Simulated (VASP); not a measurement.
# BaTiO3 (R3m) in VASP: settings compared, part 3 of 3

VASP 6.6.1. Earlier steps stand in the parts before.

**4. Single point, BLYP+D3(BJ)**

This run uses another cell than the first one, of 13.08 Å³/atom, 1.056 times its volume.

File INCAR:

```
  PREC = Accurate
  ENCUT = 520
  EDIFF = 1E-7
  ISMEAR = 0
  SIGMA = 0.01
  LREAL = F
  LASPH = T
  NELM = 60
  ALGO = Normal
  ISIF = 2
  LWAVE = F
  LCHARG = F
  GGA = B5
  ALDAX = 1.0
  AGGAX = 1.0
  AGGAC = 1.0
  ALDAC = 0.0
  IVDW = 12
  VDW_S6 = 1.0
  VDW_S8 = 2.6996
  VDW_A1 = 0.4298
  VDW_A2 = 4.2359
  NBANDS = 28
```

File KPOINTS:

```
Automatic mesh
0
Gamma
  4 4 4
```

File POSCAR:

```
BaTiO3
1.0
    2.8440786527      1.6420295757      2.3345632454
   -2.8440786527      1.6420295757      2.3345632454
    0.0000000000     -3.2840591514      2.3345632454
Ba Ti O
1 1 3
Direct
   -0.0037125251     -0.0037125251     -0.0037125251
    0.4834178222      0.4834178222      0.4834178222
    0.5106730401      0.5106730401      0.0181486228
    0.0181486228      0.5106730401      0.5106730401
    0.5106730401      0.0181486228      0.5106730401
```

Potentials or basis: VASP PAW PBE potentials, release 64 (Ba_sv, Ti_sv, O).

Command:

```bash
> cat potpaw_PBE.64/Ba_sv/POTCAR potpaw_PBE.64/Ti_sv/POTCAR potpaw_PBE.64/O/POTCAR > POTCAR
> mpirun -np 1 vasp_std > vasp.out
```

OUTCAR:

```text
PREC = Accurate
   ENCUT = 520
   EDIFF = 1E-7
   ISMEAR = 0
   LREAL = F
   LASPH = T
   NELM = 60
   ISIF = 2
   GGA = B5
   IVDW = 12
 IVDW          = 12

 ion  position               nearest neighbor table
   1  0.996  0.996  0.996-   3 2.77   4 2.77   5 2.77   4 2.85   5 2.85   5 2.85   4 2.85   3 2.85
                             3 2.85   3 2.94   4 2.94   5 2.94   2 3.41   2 3.46   2 3.46   2 3.46
   2  0.483  0.483  0.483-   3 1.88   4 1.88   5 1.88   3 2.16   4 2.16   5 2.16   1 3.41   1 3.46
                             1 3.46   1 3.46   1 3.52   1 3.52   1 3.52   1 3.59
   3  0.511  0.511  0.018-   2 1.88   2 2.16   1 2.77   1 2.85   1 2.85   1 2.94
   4  0.018  0.511  0.511-   2 1.88   2 2.16   1 2.77   1 2.85   1 2.85   1 2.94
   5  0.511  0.018  0.511-   2 1.88   2 2.16   1 2.77   1 2.85   1 2.85   1 2.94

  LATTYP: Found a trigonal (rhomboedric) cell.
 ALAT       =     4.0292964717
 COS(alpha) =     0.0035517385

  Lattice vectors:

 A1 = (   2.8440786527,   1.6420295757,   2.3345632454)
 A2 = (  -2.8440786527,   1.6420295757,   2.3345632454)
 A3 = (   0.0000000000,  -3.2840591514,   2.3345632454)

Analysis of symmetry for initial positions (statically):
[... 170 lines left out ...]
 val. band max:        3.9554716543   @ k =   0.5000   0.5000   0.5000
 cond. band min:       6.3898025822   @ k =   0.0000   0.0000   0.0000
 fundamental gap:      2.4343309279
 Fermi energy:         4.0576270389

 k-point     1 :       0.0000    0.0000    0.0000
  band No.  band energies     occupation
      1     -52.1989      2.00000
      2     -28.5915      2.00000
      3     -28.5899      2.00000
      4     -28.5899      2.00000
      5     -20.8523      2.00000
      6     -12.7022      2.00000
[... 392 lines left out ...]
     27      11.8444      0.00000
     28      11.8444      0.00000

------------------------ aborting loop because EDIFF is reached ----------------------------------------

 Edisp (eV)   -3.00533

 E8    (eV) :    -2.2483

  FORCE on cell =-STRESS in cart. coord.  units (eV):
  Direction    XX          YY          ZZ          XY          YZ          ZX
  --------------------------------------------------------------------------------------
  -------------------------------------------------------------------------------------
  Total       0.82035     0.82035     0.76845     0.00000     0.00000     0.00000
  in kB      20.09225    20.09225    18.82122     0.00000     0.00000     0.00000
  external pressure =       19.67 kB  Pullay stress =        0.00 kB

 VOLUME and BASIS-vectors are now :
 -----------------------------------------------------------------------------
  energy-cutoff  :      520.00
  volume of cell :       65.42
      direct lattice vectors                 reciprocal lattice vectors
     2.844078653  1.642029576  2.334563245     0.175803858  0.101500405  0.142781882
    -2.844078653  1.642029576  2.334563245    -0.175803858  0.101500405  0.142781882
     0.000000000 -3.284059151  2.334563245     0.000000000 -0.203000810  0.142781882

 POSITION                                       TOTAL-FORCE (eV/Angst)
 -----------------------------------------------------------------------------------
      0.00000      0.00000      6.97769         0.000000      0.000000      0.041191
      0.00000      0.00000      3.38571         0.000000      0.000000      0.136712
      0.00000      1.61748      2.42677         0.000000      0.061413     -0.059301
     -1.40078     -0.80874      2.42677        -0.053185     -0.030707     -0.059301
      1.40078     -0.80874      2.42677         0.053185     -0.030707     -0.059301
 -----------------------------------------------------------------------------------
    total drift:                                0.000000      0.000003      0.000068

  FREE ENERGIE OF THE ION-ELECTRON SYSTEM (eV)
  ---------------------------------------------------
  free  energy   TOTEN  =       -41.1389385993 eV

  energy  without entropy=      -41.1389385993  energy(sigma->0) =      -41.13893860
```

OSZICAR:

```text
N       E                     dE             d eps       ncg     rms          rms(c)
DAV:   1     0.446650653083E+03    0.44665E+03   -0.20912E+04   728   0.154E+03
DAV:   2    -0.472209875079E+01   -0.45137E+03   -0.43111E+03   824   0.433E+02
DAV:   3    -0.478605869786E+02   -0.43138E+02   -0.42819E+02  1028   0.133E+02
DAV:   4    -0.498551581918E+02   -0.19946E+01   -0.19903E+01  1048   0.246E+01
DAV:   5    -0.499160806919E+02   -0.60923E-01   -0.60910E-01   972   0.339E+00    0.242E+01
DAV:   6    -0.384692473797E+02    0.11447E+02   -0.62912E+01  1084   0.706E+01    0.109E+01
DAV:   7    -0.383988451550E+02    0.70402E-01   -0.14038E+01  1004   0.284E+01    0.746E+00
DAV:   8    -0.381686961783E+02    0.23015E+00   -0.59612E-01   852   0.704E+00    0.430E+00
DAV:   9    -0.381781663415E+02   -0.94702E-02   -0.59276E-01  1084   0.716E+00    0.200E+00
DAV:  10    -0.381375641807E+02    0.40602E-01   -0.22035E-01   876   0.445E+00    0.540E-01
DAV:  11    -0.381341244013E+02    0.34398E-02   -0.21047E-02   920   0.913E-01    0.241E-01
DAV:  12    -0.381339242253E+02    0.20018E-03   -0.50063E-03  1008   0.634E-01    0.143E-01
DAV:  13    -0.381336070376E+02    0.31719E-03   -0.10108E-03   920   0.324E-01    0.109E-02
DAV:  14    -0.381336136258E+02   -0.65882E-05   -0.52696E-05  1088   0.467E-02    0.514E-03
DAV:  15    -0.381336145537E+02   -0.92794E-06   -0.42755E-06   936   0.181E-02    0.828E-03
DAV:  16    -0.381336133271E+02    0.12266E-05   -0.32694E-06   864   0.190E-02    0.816E-04
DAV:  17    -0.381336133334E+02   -0.62701E-08   -0.10307E-07   712   0.227E-03
   1 F= -.41138939E+02 E0= -.41138939E+02  d E =-.420221E-49
```

Wall time 70 s (1 thread of AMD EPYC 7R13, shared host); peak memory 0.16 GiB.

What came out:

```
Free energy                : -41.1389 eV
Pressure                   : 2.0 GPa
Largest force              : 0.137 eV/Å
Band gap on the k mesh     : 2.43 eV, indirect (least direct gap 2.87 eV)
Dispersion energy per atom : -0.601 eV
```

Forces on the atoms (eV/Å):
```
Ba   0.000  0.000  0.041
Ti   0.000  0.000  0.137
O    0.000  0.061 -0.059
O   -0.053 -0.031 -0.059
O    0.053 -0.031 -0.059
```

Stress tensor (GPa, compression positive):
```
2.01 0.00 0.00
0.00 2.01 0.00
0.00 0.00 1.88
```

Levels at points of the mesh, in eV from the valence-band top:
```csv
k point,band 16,band 17,band 18,band 19,band 20,band 21,band 22,band 23,band 24,band 25
"(0.00, 0.00, 0.00)",-1.29,-1.01,-0.57,-0.44,-0.44,2.43,2.43,2.59,4.37,4.37
"(0.50, 0.00, 0.00)",-1.98,-1.65,-1.55,-0.97,-0.83,2.59,3.68,3.80,4.34,5.97
"(0.50, 0.50, 0.00)",-2.58,-1.56,-0.88,-0.82,-0.09,3.76,3.76,4.09,4.91,7.54
"(0.50, 0.50, 0.50)",-2.34,-2.29,-0.02,-0.02,0.00,4.17,4.34,4.34,6.65,6.65
```

Caveat: the PAW data sets were made with another functional, which shifts forces and pressure a little; spin-orbit coupling is left out, which moves the levels of the heavy elements. A hybrid or GW would open this gap; BLYP tends to underestimate it.

**5. Relaxation of cell and atoms, BLYP+D3(BJ)**

This run uses another cell than the first one, of 12.84 Å³/atom, 1.037 times its volume.

File INCAR:

```
PREC = Accurate
ENCUT = 600
EDIFF = 1E-6
ISMEAR = 0
SIGMA = 0.01
LREAL = F
LASPH = T
NELM = 100
ALGO = Normal
ISIF = 3
LWAVE = F
LCHARG = F
GGA = B5
ALDAX = 1.0
AGGAX = 1.0
AGGAC = 1.0
ALDAC = 0.0
IVDW = 12
VDW_S6 = 1.0
VDW_S8 = 2.6996
VDW_A1 = 0.4298
VDW_A2 = 4.2359
IBRION = 2
NSW = 80
EDIFFG = -0.02
```

KPOINTS is that of step 4.

File POSCAR:

```
BaTiO3
1.0
    2.8273670000      1.6323810000      2.3183930000
   -2.8273670000      1.6323810000      2.3183930000
    0.0000000000     -3.2647620000      2.3183930000
Ba Ti O
1 1 3
Direct
    0.0000000000      0.0000000000      0.0000000000
    0.4845000000      0.4845000000      0.4845000000
    0.5086000000      0.5086000000      0.0175000000
    0.0175000000      0.5086000000      0.5086000000
    0.5086000000      0.0175000000      0.5086000000
```

Command:

```bash
> cat potpaw_PBE.64/Ba_sv/POTCAR potpaw_PBE.64/Ti_sv/POTCAR potpaw_PBE.64/O/POTCAR > POTCAR
> mpirun -np 1 vasp_std > vasp.out
```

Run time: 4.7 min. Hardware: 1 thread of AMD EPYC 7R13, shared host; peak memory 0.18 GiB.

It converged, with:

```
Free energy                            : -41.1458 eV
Relaxed volume                         : 13.22 Å³/atom
Relaxed cell                           : a = 4.043 Å, b = 4.043 Å, c = 4.043 Å, α = 89.82°, β = 89.82°, γ = 89.82°
Space group after relaxing (to 0.05 Å) : R3m (No. 160)
Energy gained by relaxing              : 5.9 meV/atom
Ionic steps                            : 7
Pressure after relaxing                : 0.1 GPa
Largest force after relaxing           : 0.015 eV/Å
Band gap on the k mesh                 : 2.38 eV, indirect (least direct gap 2.81 eV)
Dispersion energy per atom             : -0.595 eV
```

Forces on the atoms (eV/Å):
```
Ba   0.000  0.000  0.012
Ti   0.000  0.000 -0.015
O    0.000  0.014  0.001
O   -0.012 -0.007  0.001
O    0.012 -0.007  0.001
```

Step by step:
```tsv
step	energy change (eV)	largest force (eV/Å)	pressure (GPa)	volume (Å³)
1	0.0000	0.2870	4.79	64.20
2	0.0082	0.3740	-4.87	67.83
3	-0.0272	0.1025	0.00	65.86
4	-0.0272	0.1030	0.06	65.82
5	-0.0281	0.0753	0.08	65.89
6	-0.0293	0.0274	0.06	66.03
7	-0.0294	0.0151	0.06	66.10
```

Final structure:
```
CELL_PARAMETERS angstrom
2.85456 1.64808 2.34173
-2.85456 1.64808 2.34173
0.00000 -3.29617 2.34173
ATOMIC_POSITIONS crystal
Ba 0.99682 0.99682 0.99682
Ti 0.48401 0.48401 0.48401
O 0.51011 0.51011 0.01815
O 0.01815 0.51011 0.51011
O 0.51011 0.01815 0.51011
```

Levels at points of the mesh, in eV from the valence-band top:
| k point | band 16 | band 17 | band 18 | band 19 | band 20 | band 21 | band 22 | band 23 | band 24 |
| --- | --- | --- | --- | --- | --- | --- | --- | --- | --- |
| (0.00, 0.00, 0.00) | -1.26 | -1.00 | -0.56 | -0.43 | -0.43 | 2.38 | 2.38 | 2.52 | 4.27 |
| (0.50, 0.00, 0.00) | -1.96 | -1.62 | -1.54 | -0.95 | -0.83 | 2.52 | 3.61 | 3.73 | 4.24 |
| (0.50, 0.50, 0.00) | -2.55 | -1.57 | -0.88 | -0.83 | -0.09 | 3.69 | 3.69 | 4.02 | 4.82 |
| (0.50, 0.50, 0.50) | -2.35 | -2.30 | -0.02 | -0.02 | 0.00 | 4.11 | 4.27 | 4.27 | 6.60 |

Caveat: the PAW data sets were made with another functional, which shifts forces and pressure a little; spin-orbit coupling is left out, which moves the levels of the heavy elements. Zero-point motion and thermal expansion aren't in these numbers.

**6. Overview**

| task | level | cell | cutoff (eV) | gap on the mesh (eV) | pressure (GPa) | largest force (eV/Å) |
| --- | --- | --- | --- | --- | --- | --- |
| single point | PBEsol+D3(BJ) | a = 3.956 Å, angles 89.9°, 5 atoms | 520 | 2.18 | 2.1 | 0.05 |
| single point | PBEsol | a = 3.992 Å, angles 89.8°, 5 atoms | 520 | 2.33 | 1.9 | 0.06 |
| single point | BLYP+D3(BJ) | a = 4.029 Å, angles 89.8°, 5 atoms | 520 | 2.43 | 2.0 | 0.14 |
| relaxation of cell and atoms | BLYP+D3(BJ) | relaxed from a = 4.004 Å, angles 89.8°, 5 atoms | 600 | 2.38 | 0.1 | 0.02 |

Alike in all rows: potentials or basis VASP PAW PBE potentials, release 64 (Ba_sv, Ti_sv, O); no spin polarisation; k mesh 4 × 4 × 4; smearing gaussian 0.01 eV.

Caveats: the PAW data sets were made with another functional, which shifts forces and pressure a little; spin-orbit coupling is left out, which moves the levels of the heavy elements.

Total energies depend on the potentials used, so only differences within one code and one set of settings carry meaning.
